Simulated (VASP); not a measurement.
# Tl (P6_3/mmc) in VASP: further runs

Tl is run at these levels: PBE; tasks: single point.

Program: VASP 6.6.1. These are calculated values, not measurements. Logs are shortened: lines on timing, memory, paths and dates and some standing lists are left out, and cuts for length are marked.

## Step 1: The cell of the first run

Symmetry: P6_3/mmc, No. 194, hexagonal system. The conventional cell has a = 3.176 Å, b = 3.176 Å, c = 5.220 Å, α = 90.00°, β = 90.00°, γ = 120.00°. Tl (site symmetry -6m2) has 12 Tl at 3.18 to 3.19 Å within 4.2 Å.

## Step 2: Single point, PBE

The input, INCAR:

```
SYSTEM = Tl
ALGO = Normal
EDIFF = 1E-6
ENCUT = 520
GGA = PE
ISIF = 2
ISMEAR = -1
LASPH = .True.
LCHARG = .False.
LREAL = .False.
LWAVE = .False.
NBANDS = 20
NELM = 60
PREC = Accurate
SIGMA = 0.1
```

The input, KPOINTS:

```
k-points
0
Gamma
  7 7 4
  0 0 0
```

The input, POSCAR:

```
Tl
1.0
    3.1761568577      0.0000000000      0.0000000000
   -1.5880784288      2.7506325252      0.0000000000
    0.0000000000      0.0000000000      5.2200777226
Tl
2
Direct
    0.3333333333      0.6666666667      0.2500000000
    0.6666666667      0.3333333333      0.7500000000
```

Potentials or basis: VASP PAW PBE potentials, release 64 (Tl_d).

Launch:

```console
$ cat potpaw_PBE.64/Tl_d/POTCAR > POTCAR
$ mpirun -np 1 vasp_std > vasp.out
```

OUTCAR:

```text
SYSTEM = Tl
   EDIFF = 1E-6
   ENCUT = 520
   GGA = PE
   ISIF = 2
   ISMEAR = -1
   LASPH = .True.
   LREAL = .False.
   NELM = 60
   PREC = Accurate

 ion  position               nearest neighbor table
   1  0.333  0.667  0.250-   2 3.19   2 3.19   2 3.19   2 3.19   2 3.19   2 3.19
   2  0.667  0.333  0.750-   1 3.19   1 3.19   1 3.19   1 3.19   1 3.19   1 3.19

  LATTYP: Found a hexagonal cell.
 ALAT       =     3.1761568577
 C/A-ratio  =     1.6435201271

  Lattice vectors:

 A1 = (   3.1761568577,   0.0000000000,   0.0000000000)
 A2 = (  -1.5880784288,   2.7506325252,   0.0000000000)
 A3 = (   0.0000000000,   0.0000000000,   5.2200777226)

Analysis of symmetry for initial positions (statically):
=====================================================================
 Subroutine PRICEL returns:
 Original cell was already a primitive cell.

 Routine SETGRP: Setting up the symmetry group for a
 hexagonal supercell.

 Subroutine GETGRP returns: Found 24 space group operations
 (whereof 12 operations were pure point group operations)
 out of a pool of 24 trial point group operations.

The static configuration has the point symmetry D_3d.
 The point group associated with its full space group is D_6h.

Analysis of symmetry for dynamics (positions and initial velocities):
=====================================================================
 Subroutine PRICEL returns:
 Original cell was already a primitive cell.

 Routine SETGRP: Setting up the symmetry group for a
 hexagonal supercell.

 Subroutine GETGRP returns: Found 24 space group operations
 (whereof 12 operations were pure point group operations)
 out of a pool of 24 trial point group operations.

The dynamic configuration has the point symmetry D_3d.
 The point group associated with its full space group is D_6h.

 Subroutine INISYM returns: Found 24 space group operations
 (whereof 12 operations are pure point group operations),
 and found     1 'primitive' translations

----------------------------------------------------------------------------------------

                                     Primitive cell

  volume of cell :      45.6049

  direct lattice vectors                    reciprocal lattice vectors
     3.176156858  0.000000000  0.000000000     0.314845911  0.181776372  0.000000000
    -1.588078429  2.750632525  0.000000000     0.000000000  0.363552743  0.000000000
     0.000000000  0.000000000  5.220077723     0.000000000  0.000000000  0.191568029

  length of vectors
     3.176156858  3.176156858  5.220077723     0.363552743  0.363552743  0.191568029

  position of ions in fractional coordinates (direct lattice)
     0.333333333  0.666666667  0.250000000
     0.666666667  0.333333333  0.750000000

  ion indices of the primitive-cell ions
   primitive index   ion index
                 1           1
                 2           2

----------------------------------------------------------------------------------------

 KPOINTS: k-points

Automatic generation of k-mesh.
 Grid dimensions read from file:
 generate k-points for:    7    7    4

 Generating k-lattice:

  Cartesian coordinates                     Fractional coordinates (reciprocal lattice)
     0.044977987  0.025968053  0.000000000     0.142857143  0.000000000  0.000000000
     0.000000000  0.051936106  0.000000000     0.000000000  0.142857143  0.000000000
     0.000000000  0.000000000  0.047892007     0.000000000  0.000000000  0.250000000

  Length of vectors
     0.051936106  0.051936106  0.047892007

  Shift w.r.t. Gamma in fractional coordinates (k-lattice)
     0.000000000  0.000000000  0.000000000

 Subroutine IBZKPT returns following result:
 ===========================================

 Found     24 irreducible k-points:

 Following reciprocal coordinates:
            Coordinates               Weight
  0.000000  0.000000  0.000000      1.000000
  0.142857  0.000000  0.000000      6.000000
  0.285714  0.000000  0.000000      6.000000
  0.428571  0.000000  0.000000      6.000000
  0.142857  0.142857  0.000000      6.000000
  0.285714  0.142857  0.000000     12.000000
[... 16 lines left out ...]
  0.428571  0.142857  0.500000      6.000000
  0.285714  0.285714  0.500000      6.000000
   k-points           NKPTS =     24   k-points in BZ     NKDIM =     24   number of bands    NBANDS=     20
   number of dos      NEDOS =    301   number of ions     NIONS =      2
   total plane-waves  NPLWV =  23040
   dimension x,y,z NGX =    24 NGY =   24 NGZ =   40
   dimension x,y,z NGXF=    48 NGYF=   48 NGZF=   80
   ions per type =               2
   NGX,Y,Z   is equivalent  to a cutoff of  12.56, 12.56, 12.74 a.u.
   NGXF,Y,Z  is equivalent  to a cutoff of  25.12, 25.12, 25.48 a.u.
 SYSTEM =  Tl
   PREC   = accura    normal or accurate (medium, high low for compatibility)
   ISTART =      0    job   : 0-new  1-cont  2-samecut
   ICHARG =      2    charge: 1-file 2-atom 10-const
   ISPIN  =      1    spin polarized calculation?
   LNONCOLLINEAR =      F non collinear calculations
   LSORBIT =      F    spin-orbit coupling
   LASPH  =      T    aspherical Exc in radial PAW
   ENCUT  =  520.0 eV  38.22 Ry    6.18 a.u.   5.91  5.91  9.71*2*pi/ulx,y,z
   NELM   =     60;   NELMIN=  2; NELMDL= -5     # of ELM steps
   EDIFF  = 0.1E-05   stopping-criterion for ELM
   LREAL  =      F    real-space projection
   EDIFFG = 0.1E-04   stopping-criterion for IOM
   NSW    =      0    number of steps for IOM
   IBRION =     -1    ionic relax: 0-MD 1-quasi-New 2-CG
   NFREE  =      0    steps in history (QN), initial steepest desc. (CG)
   ISIF   =      2    stress and relaxation
   ISYM   =      2    0-nonsym 1-usesym 2-fastsym
   POTIM  = 0.5000    time-step for ionic-motion
   TEBEG  =    0.0;   TEEND  =   0.0 temperature during run
   PSTRESS=    0.0 pullay stress
   NELECT =      26.0000    total number of electrons
   NUPDOWN=      -1.0000    fix difference up-down
   EMIN   =  10.00;   EMAX   =-10.00  energy-range for DOS
   EFERMI =   0.00;   METHOD = LEGACY
   ISMEAR =    -1;   SIGMA  =   0.10  broadening in eV -4-tet -1-fermi 0-gaus
   EFERMI_NEDOS =   21; number of points for ismear=-14 and -15
   IALGO  =     38    algorithm
   IMIX   =      4    mixing-type and parameters
     AMIX     =   0.40;   BMIX     =  1.00
     AMIX_MAG =   1.60;   BMIX_MAG =  1.00
  volume/ion in A,a.u.               =      22.80       153.88
  Fermi-wavevector in a.u.,A,eV,Ry     =   1.357465  2.565238 25.071625  1.842712
  Thomas-Fermi vector in A             =   2.484382
   LORBIT       =      0    0 simple, 1 ext, 2 COOP (PROOUT), +10 PAW based schemes
   GGA     = PE    functional components
   LHFCALC =     F    Hartree Fock is set to
   AEXX    =    0.0000 exact exchange contribution
   IVDW    =     0    specifies the selected vdW correction
   LEPSILON=     F    determine dielectric tensor
   LRPA    =     F    only Hartree local field effects (RPA)
 non-spin polarized calculation
  energy-cutoff  :      520.00
  volume of cell :       45.60
 maximum number of plane-waves:      1241
 NGX is ok and might be reduce to    24
   NGX = 11   NGY = 11   NGZ = 19

 number of electron      25.9999996 magnetization

 Free energy of the ion-electron system (eV)
  ---------------------------------------------------
  ext. energy  EPLUGINS =         0.00000000
  ---------------------------------------------------
  free energy    TOTEN  =        -3.64087022 eV

  energy without entropy =       -3.61640838  energy(sigma->0) =       -3.62863930

 E-fermi :   9.3406     XC(G=0): -11.3784

 val. band max:        9.2752996979   @ k =   0.2857   0.1429   0.0000
 cond. band min:       9.3961817074   @ k =   0.4286   0.0000   0.2500
 fundamental gap:      0.1208820096
 Fermi energy:         9.3406197752

 k-point     1 :       0.0000    0.0000    0.0000
  band No.  band energies     occupation
      1      -3.2813      2.00000
      2      -2.7916      2.00000
      3      -2.7083      2.00000
      4      -2.7083      2.00000
      5      -2.6175      2.00000
      6      -2.6175      2.00000
[... 12 lines left out ...]
     19      21.8061      0.00000
     20      21.8061      0.00000

 k-point     2 :       0.1429    0.0000    0.0000
  band No.  band energies     occupation
      1      -3.1569      2.00000
      2      -2.8497      2.00000
      3      -2.6922      2.00000
      4      -2.5982      2.00000
      5      -2.5569      2.00000
      6      -2.5491      2.00000
[... 12 lines left out ...]
     19      21.6833      0.00000
     20      22.5618      0.00000

 k-point     3 :       0.2857    0.0000    0.0000
  band No.  band energies     occupation
      1      -3.2196      2.00000
      2      -2.9229      2.00000
      3      -2.8446      2.00000
      4      -2.6380      2.00000
      5      -2.6136      2.00000
      6      -2.3374      2.00000
[... 12 lines left out ...]
     19      20.7414      0.00000
     20      20.8213      0.00000

 k-point     4 :       0.4286    0.0000    0.0000
  band No.  band energies     occupation
      1      -3.3682      2.00000
      2      -3.0943      2.00000
      3      -3.0623      2.00000
      4      -2.7299      2.00000
      5      -2.4635      2.00000
      6      -2.4479      2.00000
[... 12 lines left out ...]
     19      19.2702      0.00000
     20      19.8415      0.00000

 k-point     5 :       0.1429    0.1429    0.0000
  band No.  band energies     occupation
      1      -3.0201      2.00000
      2      -2.9499      2.00000
      3      -2.7272      2.00000
      4      -2.6447      2.00000
      5      -2.6204      2.00000
      6      -2.4939      2.00000
[... 12 lines left out ...]
     19      20.0050      0.00000
     20      21.7521      0.00000
[... 353 lines left out ...]
      6      -2.5487      2.00000
[... 12 lines left out ...]
     19      22.2061      0.00000
     20      22.2061      0.00000

 k-point    22 :       0.2857    0.1429    0.5000
  band No.  band energies     occupation
      1      -3.0824      2.00000
      2      -3.0824      2.00000
      3      -2.8833      2.00000
      4      -2.8833      2.00000
      5      -2.3984      2.00000
      6      -2.3984      2.00000
[... 12 lines left out ...]
     19      22.2116      0.00000
     20      22.2116      0.00000

 k-point    23 :       0.4286    0.1429    0.5000
  band No.  band energies     occupation
      1      -3.1245      2.00000
      2      -3.1245      2.00000
      3      -2.9856      2.00000
      4      -2.9856      2.00000
      5      -2.4241      2.00000
      6      -2.4241      2.00000
[... 12 lines left out ...]
     19      21.0794      0.00000
     20      21.0794      0.00000

 k-point    24 :       0.2857    0.2857    0.5000
  band No.  band energies     occupation
      1      -3.0525      2.00000
      2      -3.0525      2.00000
      3      -2.7027      2.00000
      4      -2.7027      2.00000
      5      -2.5034      2.00000
      6      -2.5034      2.00000
[... 12 lines left out ...]
     19      21.5151      0.00000
     20      21.5151      0.00000

------------------------ aborting loop because EDIFF is reached ----------------------------------------

  FORCE on cell =-STRESS in cart. coord.  units (eV):
  Direction    XX          YY          ZZ          XY          YZ          ZX
  --------------------------------------------------------------------------------------
  -------------------------------------------------------------------------------------
  Total        5.6655628      5.6655628      5.6650327      0.0000000     -0.0000000     -0.0000000
  in kB      199.0408218    199.0408218    199.0221972      0.0000000     -0.0000000     -0.0000000
  external PRESSURE =     199.0346136 kB  Pullay stress =       0.0000000 kB

 VOLUME and BASIS-vectors are now :
 -----------------------------------------------------------------------------
  energy-cutoff  :      520.00
  volume of cell :       45.60
      direct lattice vectors                 reciprocal lattice vectors
     3.176156858  0.000000000  0.000000000     0.314845911  0.181776372  0.000000000
    -1.588078429  2.750632525  0.000000000     0.000000000  0.363552743  0.000000000
     0.000000000  0.000000000  5.220077723     0.000000000  0.000000000  0.191568029

 POSITION                                       TOTAL-FORCE (eV/Angst)
 -----------------------------------------------------------------------------------
     -0.00000      1.83376      1.30502         0.000000      0.000000      0.000000
      1.58808      0.91688      3.91506        -0.000000      0.000000      0.000000
 -----------------------------------------------------------------------------------
    total drift:                                0.000000     -0.000000      0.000000

  FREE ENERGIE OF THE ION-ELECTRON SYSTEM (eV)
  ---------------------------------------------------
  free  energy   TOTEN  =        -3.6408702208 eV

  energy  without entropy=       -3.6164083798  energy(sigma->0) =       -3.62863930
```

Run time: 20 s. Hardware: 1 thread of Intel Xeon 8259CL, shared host; peak memory 0.16 GiB.

Results:

```
Free energy            : -3.6409 eV
Pressure               : 19.9 GPa
Band gap on the k mesh : zero (bands 13 and 14 overlap by 6.61 eV)
```

Caveat: the cell stands under pressure; spin-orbit coupling is left out, which moves the levels of the heavy elements.

[end of part 1 of 2]
